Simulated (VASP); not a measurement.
# Cu (P-3m1) in VASP: further runs, part 2 of 2

VASP 6.6.1.

### Step 3. Single point, PBE (mode 5 frozen in at +0.000 Å and mode 6 at -0.073 Å (largest displacements))

The input, INCAR:

```
ALGO = Fast ; EDIFF = 1E-6
ENCUT = 520 ; GGA = PE
ISIF = 2 ; ISMEAR = 0
LASPH = T ; LCHARG = F
LREAL = F ; LWAVE = F
NBANDS = 18 ; NELM = 80
PREC = Accurate ; SIGMA = 0.15
```

The input, KPOINTS:

```
k-points
0
Gamma
  21 21 10
```

The input, POSCAR:

```
Cu
1.0
    2.5672412656      0.0000000000      0.0000000000
   -1.2836206328      2.2232961536      0.0000000000
    0.0000000000      0.0000000000      4.1920560930
Cu
2
Direct
    0.3333333333      0.6666666667      0.2324668377
    0.6666666667      0.3333333333      0.7675331623
```

Potentials or basis: VASP PAW PBE potentials, release 64 (Cu).

Command:

```
$ cat potpaw_PBE.64/Cu/POTCAR > POTCAR
$ mpirun -np 1 vasp_std > vasp.out
```

OUTCAR:

```text
EDIFF = 1E-6
   ENCUT = 520
   GGA = PE
   ISIF = 2
   ISMEAR = 0
   LASPH = T
   LREAL = F
   NELM = 80
   PREC = Accurate

 ion  position               nearest neighbor table
   1  0.333  0.667  0.232-   2 2.45   2 2.45   2 2.45   2 2.69   2 2.69   2 2.69
   2  0.667  0.333  0.768-   1 2.45   1 2.45   1 2.45   1 2.69   1 2.69   1 2.69

  LATTYP: Found a hexagonal cell.
 ALAT       =     2.5672412656
 C/A-ratio  =     1.6329030501

  Lattice vectors:

 A1 = (   2.5672412656,   0.0000000000,   0.0000000000)
 A2 = (  -1.2836206328,   2.2232961536,   0.0000000000)
 A3 = (   0.0000000000,   0.0000000000,   4.1920560930)

Analysis of symmetry for initial positions (statically):
=====================================================================
 Subroutine PRICEL returns:
 Original cell was already a primitive cell.

 Routine SETGRP: Setting up the symmetry group for a
 hexagonal supercell.

 Subroutine GETGRP returns: Found 12 space group operations
 (whereof 12 operations were pure point group operations)
 out of a pool of 24 trial point group operations.

[... 159 lines left out ...]
  free energy    TOTEN  =        -7.36665300 eV

  energy without entropy =       -7.35921857  energy(sigma->0) =       -7.36293579

 E-fermi :   7.4466     XC(G=0): -12.6392

 val. band max:        7.4448920958   @ k =   0.4762   0.0476   0.2000
 cond. band min:       7.4534116582   @ k =   0.3333   0.1905   0.0000
 fundamental gap:      0.0085195625
 Fermi energy:         7.4465851667

 k-point     1 :       0.0000    0.0000    0.0000
  band No.  band energies     occupation
      1      -1.8440      2.00000
      2       2.3806      2.00000
      3       4.4434      2.00000
      4       4.4547      2.00000
      5       4.4547      2.00000
      6       4.6120      2.00000
[... 481 lines left out ...]
      5       4.3683      2.00000
      6       4.6090      2.00000
[... 10 lines left out ...]
     17      26.8530      0.00000
     18      28.5517      0.00000

 [... further k-points ...]

------------------------ aborting loop because EDIFF is reached ----------------------------------------

  FORCE on cell =-STRESS in cart. coord.  units (eV):
  Direction    XX          YY          ZZ          XY          YZ          ZX
  --------------------------------------------------------------------------------------
  -------------------------------------------------------------------------------------
  Total        0.2162277      0.2162277      0.6821446      0.0000000      0.0000000     -0.0000000
  in kB       14.4787449     14.4787449     45.6768317      0.0000000      0.0000000     -0.0000000
  external PRESSURE =      24.8781072 kB  Pullay stress =       0.0000000 kB

 VOLUME and BASIS-vectors are now :
 -----------------------------------------------------------------------------
  energy-cutoff  :      520.00
  volume of cell :       23.93
      direct lattice vectors                 reciprocal lattice vectors
     2.567241266  0.000000000  0.000000000     0.389523187  0.224891317  0.000000000
    -1.283620633  2.223296154  0.000000000     0.000000000  0.449782634  0.000000000
     0.000000000  0.000000000  4.192056093     0.000000000  0.000000000  0.238546426

 POSITION                                       TOTAL-FORCE (eV/Angst)
 -----------------------------------------------------------------------------------
     -0.00000      1.48220      0.97451         0.000000      0.000000      1.063402
      1.28362      0.74110      3.21754         0.000000     -0.000000     -1.063402
 -----------------------------------------------------------------------------------
    total drift:                                0.000000     -0.000000     -0.000000

  FREE ENERGIE OF THE ION-ELECTRON SYSTEM (eV)
  ---------------------------------------------------
  free  energy   TOTEN  =        -7.3666530015 eV

  energy  without entropy=       -7.3592185699  energy(sigma->0) =       -7.36293579
```

OSZICAR:

```text
N       E                     dE             d eps       ncg     rms          rms(c)
DAV:   1     0.122176913874E+03    0.12218E+03   -0.10573E+04 16960   0.218E+03
DAV:   2    -0.315232602249E+01   -0.12533E+03   -0.11887E+03 15728   0.285E+02
DAV:   3    -0.909181682268E+01   -0.59395E+01   -0.57013E+01 17756   0.852E+01
DAV:   4    -0.915443588913E+01   -0.62619E-01   -0.62578E-01 18644   0.931E+00
DAV:   5    -0.915526375871E+01   -0.82787E-03   -0.82784E-03 19062   0.925E-01    0.108E+01
RMM:   6    -0.806041750038E+01    0.10948E+01   -0.10686E+01 18346   0.579E+01    0.619E+00
RMM:   7    -0.738735577595E+01    0.67306E+00   -0.19231E+00 18131   0.257E+01    0.141E+00
RMM:   8    -0.736832815403E+01    0.19028E-01   -0.58779E-02 18568   0.225E+00    0.288E-01
RMM:   9    -0.736664482536E+01    0.16833E-02   -0.15736E-02 19074   0.234E+00    0.152E-01
RMM:  10    -0.736661544212E+01    0.29383E-04   -0.30526E-03 20204   0.478E-01    0.366E-02
RMM:  11    -0.736664350987E+01   -0.28068E-04   -0.44061E-04 20925   0.279E-01    0.216E-02
RMM:  12    -0.736665049525E+01   -0.69854E-05   -0.15988E-04 20929   0.117E-01    0.930E-03
RMM:  13    -0.736665256253E+01   -0.20673E-05   -0.42216E-05 20396   0.592E-02    0.357E-03
RMM:  14    -0.736665300154E+01   -0.43901E-06   -0.35374E-06 13703   0.162E-02
   1 F= -.73666530E+01 E0= -.73629358E+01  d E =-.743443E-02
```

stdout:

```text
POSCAR found type information on POSCAR Cu
 POSCAR found :  1 types and       2 ions
 scaLAPACK will be used
 LDA part: xc-table for (Slater+PW92), standard interpolation
 POSCAR, INCAR and KPOINTS ok, starting setup
 FFT: planning ... GRIDC
 FFT: planning ... GRID_SOFT
 FFT: planning ... GRID
 WAVECAR not read
 entering main loop
WARNING in EDDRMM: call to ZHEGV failed, returncode =   6  3     16
```

It took 2.3 min on 1 thread of Intel Xeon Platinum 8488C (Sapphire Rapids), shared host; peak memory 0.25 GiB.

Results:

```yaml
Free_energy: -7.3667 eV
Pressure: 2.5 GPa
Largest_force: 1.063 eV/Å
Band_gap_on_the_k_mesh: zero (band 11 reaches 11.45 eV, above the bottom of band 12 at 5.60 eV)
```

Forces in eV/Å, atoms in the order of the input:
```
Cu   0.000  0.000  1.063
Cu   0.000  0.000 -1.063
```

Levels at points of the mesh, in eV from the Fermi level:
```
           k point  band 9  band 10  band 11  band 12  band 13  band 14
(0.00, 0.00, 0.00)   -2.43    -1.72    -1.72    -0.91     3.60    21.20
(0.00, 0.00, 0.50)   -2.05    -2.05    -1.85    -1.85    11.46    13.20
```

Caveat: the cell differs from its parent crystal (mode 5 frozen in at +0.000 Å and mode 6 at -0.073 Å (largest displacements)); forces of over 1 eV/Å act on the atoms, so gaps and moduli don't describe the material at rest.
